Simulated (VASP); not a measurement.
# ZrN in VASP: a series of runs

Runs on ZrN. Level: PBE. Tasks: single point.

All numbers are computed with VASP 6.6.1; they aren't measurements. Logs are shortened: lines on timing, memory, paths and dates and some standing lists are left out, and cuts for length are marked.

## 1. The cell of the first run

The cell holds a slab with vacuum, 10 atoms: a = 3.249 Å, b = 3.249 Å, c = 24.189 Å, α = 90.00°, β = 90.00°, γ = 90.00°.

## 2. Single point, PBE

INCAR

```
SYSTEM = ZrN
  PREC = Accurate
  ENCUT = 520
  EDIFF = 1E-6
  ISMEAR = 0
  SIGMA = 0.1
  LREAL = .FALSE.
  LASPH = .TRUE.
  NELM = 120
  ALGO = Normal
  ISIF = 2
  LWAVE = .FALSE.
  LCHARG = .FALSE.
  LDIPOL = .TRUE.
  IDIPOL = 3
  DIPOL = 0.5 0.5 0.500
  GGA = PE
  NBANDS = 54
  GGA_COMPAT = .FALSE.
  NELMDL = -8
```

KPOINTS

```
Automatic mesh
0
G
  11 11 1
  0 0 0
```

POSCAR

```
ZrN
1.0
    3.2489094155      0.0000000000      0.0000000000
    0.0000000000      3.2489094155      0.0000000000
    0.0000000000      0.0000000000     24.1893035168
Zr N
5 5
Direct
    0.5000000000      0.5000000000      0.3100544005
    0.0000000000      0.0000000000      0.4050272002
    0.5000000000      0.5000000000      0.5000000000
    0.0000000000      0.0000000000      0.5949727998
    0.5000000000      0.5000000000      0.6899455995
    0.0000000000      0.0000000000      0.3100544005
    0.5000000000      0.5000000000      0.4050272002
    0.0000000000      0.0000000000      0.5000000000
    0.5000000000      0.5000000000      0.5949727998
    0.0000000000      0.0000000000      0.6899455995
```

Potentials or basis: VASP PAW PBE potentials, release 64 (Zr_sv, N).

Started as:

```sh
> cat potpaw_PBE.64/Zr_sv/POTCAR potpaw_PBE.64/N/POTCAR > POTCAR
> mpirun -np 1 vasp_std > vasp.out
```

OUTCAR:

```text
SYSTEM = ZrN
   PREC = Accurate
   ENCUT = 520
   EDIFF = 1E-6
   ISMEAR = 0
   LREAL = .FALSE.
   LASPH = .TRUE.
   NELM = 120
   ISIF = 2
   GGA = PE
   NELMDL = -8

 ion  position               nearest neighbor table
   1  0.500  0.500  0.310-   7 2.30   6 2.30   6 2.30   6 2.30   6 2.30   2 3.25   2 3.25   2 3.25
                             2 3.25
   2  0.000  0.000  0.405-   6 2.30   7 2.30   7 2.30   7 2.30   7 2.30   8 2.30   1 3.25   1 3.25
                             1 3.25   1 3.25   3 3.25   3 3.25   3 3.25   3 3.25
   3  0.500  0.500  0.500-   8 2.30   8 2.30   8 2.30   8 2.30   9 2.30   7 2.30   4 3.25   4 3.25
                             2 3.25   4 3.25   2 3.25   2 3.25   4 3.25   2 3.25
   4  0.000  0.000  0.595-  10 2.30   9 2.30   9 2.30   9 2.30   9 2.30   8 2.30   5 3.25   5 3.25
                             5 3.25   5 3.25   3 3.25   3 3.25   3 3.25   3 3.25
   5  0.500  0.500  0.690-   9 2.30  10 2.30  10 2.30  10 2.30  10 2.30   4 3.25   4 3.25   4 3.25
                             4 3.25
   6  0.000  0.000  0.310-   2 2.30   1 2.30   1 2.30   1 2.30   1 2.30
   7  0.500  0.500  0.405-   1 2.30   2 2.30   2 2.30   2 2.30   2 2.30   3 2.30
   8  0.000  0.000  0.500-   3 2.30   3 2.30   3 2.30   3 2.30   4 2.30   2 2.30
   9  0.500  0.500  0.595-   5 2.30   4 2.30   4 2.30   4 2.30   4 2.30   3 2.30
  10  0.000  0.000  0.690-   4 2.30   5 2.30   5 2.30   5 2.30   5 2.30

  LATTYP: Found a simple tetragonal cell.
 ALAT       =     3.2489094155
 C/A-ratio  =     7.4453610191

  Lattice vectors:

 A1 = (   3.2489094155,   0.0000000000,   0.0000000000)
 A2 = (   0.0000000000,   3.2489094155,   0.0000000000)
 A3 = (   0.0000000000,   0.0000000000,  24.1893035168)

Analysis of symmetry for initial positions (statically):
=====================================================================
 Subroutine PRICEL returns:
 Original cell was already a primitive cell.

 Routine SETGRP: Setting up the symmetry group for a
 simple tetragonal supercell.

 Subroutine GETGRP returns: Found 16 space group operations
 (whereof 16 operations were pure point group operations)
 out of a pool of 16 trial point group operations.

The static configuration has the point symmetry D_4h.

Analysis of symmetry for dynamics (positions and initial velocities):
=====================================================================
 Subroutine PRICEL returns:
 Original cell was already a primitive cell.

 Routine SETGRP: Setting up the symmetry group for a
 simple tetragonal supercell.

 Subroutine GETGRP returns: Found 16 space group operations
 (whereof 16 operations were pure point group operations)
 out of a pool of 16 trial point group operations.

The dynamic configuration has the point symmetry D_4h.

 Subroutine INISYM returns: Found 16 space group operations
 (whereof 16 operations are pure point group operations),
 and found     1 'primitive' translations

----------------------------------------------------------------------------------------

                                     Primitive cell

  volume of cell :     255.3281

  direct lattice vectors                    reciprocal lattice vectors
     3.248909416  0.000000000  0.000000000     0.307795593  0.000000000  0.000000000
     0.000000000  3.248909416  0.000000000     0.000000000  0.307795593  0.000000000
     0.000000000  0.000000000 24.189303517     0.000000000  0.000000000  0.041340587

  length of vectors
     3.248909416  3.248909416 24.189303517     0.307795593  0.307795593  0.041340587

  position of ions in fractional coordinates (direct lattice)
     0.500000000  0.500000000  0.310054401
     0.000000000  0.000000000  0.405027200
     0.500000000  0.500000000  0.500000000
     0.000000000  0.000000000  0.594972800
     0.500000000  0.500000000  0.689945599
     0.000000000  0.000000000  0.310054401
     0.500000000  0.500000000  0.405027200
     0.000000000  0.000000000  0.500000000
     0.500000000  0.500000000  0.594972800
     0.000000000  0.000000000  0.689945599

  ion indices of the primitive-cell ions
   primitive index   ion index
                 1           1
                 2           2
                 3           3
                 4           4
                 5           5
                 6           6
                 7           7
                 8           8
                 9           9
                10          10

----------------------------------------------------------------------------------------

 KPOINTS: Automatic mesh

Automatic generation of k-mesh.
 Grid dimensions read from file:
 generate k-points for:   11   11    1

 Generating k-lattice:

  Cartesian coordinates                     Fractional coordinates (reciprocal lattice)
     0.027981418  0.000000000  0.000000000     0.090909091  0.000000000  0.000000000
     0.000000000  0.027981418  0.000000000     0.000000000  0.090909091  0.000000000
     0.000000000  0.000000000  0.041340587     0.000000000  0.000000000  1.000000000

  Length of vectors
     0.027981418  0.027981418  0.041340587

  Shift w.r.t. Gamma in fractional coordinates (k-lattice)
     0.000000000  0.000000000  0.000000000

 Subroutine IBZKPT returns following result:
 ===========================================

 Found     21 irreducible k-points:

 Following reciprocal coordinates:
            Coordinates               Weight
  0.000000  0.000000  0.000000      1.000000
  0.090909  0.000000  0.000000      4.000000
  0.181818  0.000000  0.000000      4.000000
  0.272727  0.000000  0.000000      4.000000
  0.363636  0.000000  0.000000      4.000000
  0.454545  0.000000  0.000000      4.000000
[... 13 lines left out ...]
  0.454545  0.363636  0.000000      8.000000
  0.454545  0.454545  0.000000      4.000000
   k-points           NKPTS =     21   k-points in BZ     NKDIM =     21   number of bands    NBANDS=     54
   number of dos      NEDOS =    301   number of ions     NIONS =     10
   total plane-waves  NPLWV = 103680
   dimension x,y,z NGX =    24 NGY =   24 NGZ =  180
   dimension x,y,z NGXF=    48 NGYF=   48 NGZF=  360
   ions per type =               5   5
   NGX,Y,Z   is equivalent  to a cutoff of  12.28, 12.28, 12.37 a.u.
   NGXF,Y,Z  is equivalent  to a cutoff of  24.56, 24.56, 24.74 a.u.
 SYSTEM =  ZrN
   PREC   = accura    normal or accurate (medium, high low for compatibility)
   ISTART =      0    job   : 0-new  1-cont  2-samecut
   ICHARG =      2    charge: 1-file 2-atom 10-const
   ISPIN  =      1    spin polarized calculation?
   LNONCOLLINEAR =      F non collinear calculations
   LSORBIT =      F    spin-orbit coupling
   LASPH  =      T    aspherical Exc in radial PAW
   ENCUT  =  520.0 eV  38.22 Ry    6.18 a.u.   6.04  6.04 44.98*2*pi/ulx,y,z
   NELM   =    120;   NELMIN=  2; NELMDL= -8     # of ELM steps
   EDIFF  = 0.1E-05   stopping-criterion for ELM
   LREAL  =      F    real-space projection
   EDIFFG = 0.1E-04   stopping-criterion for IOM
   NSW    =      0    number of steps for IOM
   IBRION =     -1    ionic relax: 0-MD 1-quasi-New 2-CG
   NFREE  =      0    steps in history (QN), initial steepest desc. (CG)
   ISIF   =      2    stress and relaxation
   ISYM   =      2    0-nonsym 1-usesym 2-fastsym
   POTIM  = 0.5000    time-step for ionic-motion
   TEBEG  =    0.0;   TEEND  =   0.0 temperature during run
   PSTRESS=    0.0 pullay stress
   NELECT =      85.0000    total number of electrons
   NUPDOWN=      -1.0000    fix difference up-down
   EMIN   =  10.00;   EMAX   =-10.00  energy-range for DOS
   EFERMI =   0.00;   METHOD = LEGACY
   ISMEAR =     0;   SIGMA  =   0.10  broadening in eV -4-tet -1-fermi 0-gaus
   EFERMI_NEDOS =   21; number of points for ismear=-14 and -15
   IALGO  =     38    algorithm
   IMIX   =      4    mixing-type and parameters
     AMIX     =   0.40;   BMIX     =  1.00
     AMIX_MAG =   1.60;   BMIX_MAG =  1.00
  volume/ion in A,a.u.               =      25.53       172.30
  Fermi-wavevector in a.u.,A,eV,Ry     =   1.134614  2.144110 17.515457  1.287350
  Thomas-Fermi vector in A             =   2.271318
   LORBIT       =      0    0 simple, 1 ext, 2 COOP (PROOUT), +10 PAW based schemes
   GGA     = PE    functional components
   LHFCALC =     F    Hartree Fock is set to
   AEXX    =    0.0000 exact exchange contribution
   IVDW    =     0    specifies the selected vdW correction
   LEPSILON=     F    determine dielectric tensor
   LRPA    =     F    only Hartree local field effects (RPA)
 non-spin polarized calculation
 Gauss-broadening in eV      SIGMA  =   0.10
  energy-cutoff  :      520.00
  volume of cell :      255.33
 maximum number of plane-waves:      6936
   NGX = 13   NGY = 13   NGZ = 89

 dipolmoment           0.000000      0.000000      0.000000 electrons x Angstroem

 number of electron      84.9999997 magnetization

 dipolmoment           0.000000      0.000000     -0.000000 electrons x Angstroem

 Free energy of the ion-electron system (eV)
  ---------------------------------------------------
  ext. energy  EPLUGINS =         0.00000000
  ---------------------------------------------------
  free energy    TOTEN  =       -99.72908551 eV

  energy without entropy =      -99.69794942  energy(sigma->0) =      -99.71351747

 E-fermi :   4.4398     XC(G=0):  -6.8201

 val. band max:        4.4390814632   @ k =   0.2727   0.0000   0.0000
 cond. band min:       4.4666620540   @ k =   0.4545   0.2727   0.0000
 fundamental gap:      0.0275805908
 Fermi energy:         4.4398419030

 k-point     1 :       0.0000    0.0000    0.0000
  band No.  band energies     occupation
      1     -45.3979      2.00000
      2     -45.3977      2.00000
      3     -45.1488      2.00000
      4     -45.0311      2.00000
      5     -44.9965      2.00000
      6     -23.7769      2.00000
[... 46 lines left out ...]
     53       6.3397      0.00000
     54       6.4197      0.00000

 k-point     2 :       0.0909    0.0000    0.0000
  band No.  band energies     occupation
      1     -45.3939      2.00000
      2     -45.3938      2.00000
      3     -45.1432      2.00000
      4     -45.0278      2.00000
      5     -44.9952      2.00000
      6     -23.7651      2.00000
[... 46 lines left out ...]
     53       6.6721      0.00000
     54       6.6744      0.00000

 k-point     3 :       0.1818    0.0000    0.0000
  band No.  band energies     occupation
      1     -45.3834      2.00000
      2     -45.3832      2.00000
      3     -45.1276      2.00000
      4     -45.0189      2.00000
      5     -44.9923      2.00000
      6     -23.7508      2.00000
[... 46 lines left out ...]
     53       6.7818      0.00000
     54       6.8237      0.00000
[... 913 lines left out ...]
 k-point    20 :       0.4545    0.3636    0.0000
  band No.  band energies     occupation
      1     -45.3141      2.00000
      2     -45.3141      2.00000
      3     -45.0327      2.00000
      4     -44.9535      2.00000
      5     -44.9534      2.00000
      6     -23.6920      2.00000
[... 46 lines left out ...]
     53       8.3429      0.00000
     54       8.4727      0.00000

 k-point    21 :       0.4545    0.4545    0.0000
  band No.  band energies     occupation
      1     -45.3076      2.00000
      2     -45.3076      2.00000
      3     -45.0257      2.00000
      4     -44.9469      2.00000
      5     -44.9466      2.00000
      6     -23.7020      2.00000
[... 46 lines left out ...]
     53       8.4351      0.00000
     54       8.8669      0.00000

------------------------ aborting loop because EDIFF is reached ----------------------------------------

 vacuum level on the upper side and lower side of the slab       (xc-potential included)        -0.443        -0.443

  FORCE on cell =-STRESS in cart. coord.  units (eV):
  Direction    XX          YY          ZZ          XY          YZ          ZX
  --------------------------------------------------------------------------------------
  -------------------------------------------------------------------------------------
  Total       -5.4529710     -5.4529710     -3.3192936      0.0000000      0.0000000     -0.0000000
  in kB      -34.2172576    -34.2172576    -20.8284852      0.0000000      0.0000000     -0.0000000
  external PRESSURE =     -29.7543335 kB  Pullay stress =       0.0000000 kB

 VOLUME and BASIS-vectors are now :
 -----------------------------------------------------------------------------
  energy-cutoff  :      520.00
  volume of cell :      255.33
      direct lattice vectors                 reciprocal lattice vectors
     3.248909416  0.000000000  0.000000000     0.307795593  0.000000000  0.000000000
     0.000000000  3.248909416  0.000000000     0.000000000  0.307795593  0.000000000
     0.000000000  0.000000000 24.189303517     0.000000000  0.000000000  0.041340587

 POSITION                                       TOTAL-FORCE (eV/Angst)
 -----------------------------------------------------------------------------------
      1.62445      1.62445      7.50000         0.000000     -0.000000      1.703910
      0.00000      0.00000      9.79733        -0.000000      0.000000     -0.089706
      1.62445      1.62445     12.09465        -0.000000     -0.000000     -0.000000
      0.00000      0.00000     14.39198         0.000000     -0.000000      0.089706
      1.62445      1.62445     16.68930        -0.000000     -0.000000     -1.703910
      0.00000      0.00000      7.50000        -0.000000     -0.000000     -0.969215
      1.62445      1.62445      9.79733        -0.000000      0.000000     -0.681545
      0.00000      0.00000     12.09465        -0.000000     -0.000000     -0.000000
      1.62445      1.62445     14.39198        -0.000000      0.000000      0.681545
      0.00000      0.00000     16.68930        -0.000000     -0.000000      0.969215
 -----------------------------------------------------------------------------------
    total drift:                                0.000000      0.000000     -0.000000

  FREE ENERGIE OF THE ION-ELECTRON SYSTEM (eV)
  ---------------------------------------------------
  free  energy   TOTEN  =       -99.7290855098 eV

  energy  without entropy=      -99.6979494210  energy(sigma->0) =      -99.71351747

 vacuum level on the upper side and lower side of the slab         6.443         6.443
```

Wall time 4.4 min (1 thread of Intel Xeon 6975P-C (Granite Rapids), shared host); peak memory 0.43 GiB.

Results:

| Property | Result |
| --- | --- |
| Free energy | -99.7291 eV |
| Largest force | 1.704 eV/Å |
| Band gap on the k mesh | zero (an odd number of electrons rules out a gap without spin polarisation) |

Forces on the atoms (eV/Å):
```
Zr   0.000  0.000  1.704
Zr   0.000  0.000 -0.090
Zr   0.000  0.000  0.000
Zr   0.000  0.000  0.090
Zr   0.000  0.000 -1.704
N    0.000  0.000 -0.969
N    0.000  0.000 -0.682
N    0.000  0.000  0.000
N    0.000  0.000  0.682
N    0.000  0.000  0.969
```

## 3. Single point, PBE

Changes to INCAR since step 2:

```diff
@@ -12,3 +12,3 @@
   LWAVE = .FALSE.
-  LCHARG = .FALSE.
+  LCHARG = .TRUE.
   LDIPOL = .TRUE.
@@ -17,2 +17,5 @@
   GGA = PE
+  LELF = .TRUE.
+  LVHAR = .TRUE.
+  LVACPOTAV = .TRUE.
   NBANDS = 54
```

KPOINTS

```
regular mesh
0
G
  11 11 1
  0 0 0
```

POSCAR

```
ZrN
1.0
    3.2489094155      0.0000000000      0.0000000000
    0.0000000000      3.2489094155      0.0000000000
    0.0000000000      0.0000000000     24.1893035168
Zr N
5 5
Direct
    0.5000000000      0.5000000000      0.3149500681
    0.0000000000      0.0000000000      0.4050251133
    0.5000000000      0.5000000000      0.5000000072
    0.0000000000      0.0000000000      0.5949748823
    0.5000000000      0.5000000000      0.6850499296
    0.0000000000      0.0000000000      0.3074416700
    0.5000000000      0.5000000000      0.4052479156
    0.0000000000      0.0000000000      0.5000000026
    0.5000000000      0.5000000000      0.5947520831
    0.0000000000      0.0000000000      0.6925583281
```

Potentials or basis: VASP PAW PBE potentials, release 64 (Zr_sv, N).

Started as:

```sh
> cat potpaw_PBE.64/Zr_sv/POTCAR potpaw_PBE.64/N/POTCAR > POTCAR
> mpirun -np 1 vasp_std > vasp.out
```

Run time: 4.3 min. Hardware: 1 thread of Intel Xeon 6975P-C (Granite Rapids), shared host; peak memory 0.43 GiB.

The run converged. Its results:

- Free energy: -100.0361 eV
- Largest force: 0.026 eV/Å
- Band gap on the k mesh: zero (an odd number of electrons rules out a gap without spin polarisation)

Forces in eV/Å, atoms in the order of the input:
```
Zr   0.000  0.000 -0.010
Zr   0.000  0.000  0.016
Zr   0.000  0.000  0.000
Zr   0.000  0.000 -0.016
Zr   0.000  0.000  0.010
N    0.000  0.000 -0.026
N    0.000  0.000  0.015
N    0.000  0.000  0.000
N    0.000  0.000 -0.015
N    0.000  0.000  0.026
```

Levels at points of the mesh, in eV from the Fermi level:
```csv
k point,band 40,band 41,band 42,band 43,band 44,band 45
"(0.00, 0.00, 0.00)",-2.32,-2.26,-2.26,-2.00,-1.04,-0.46
```
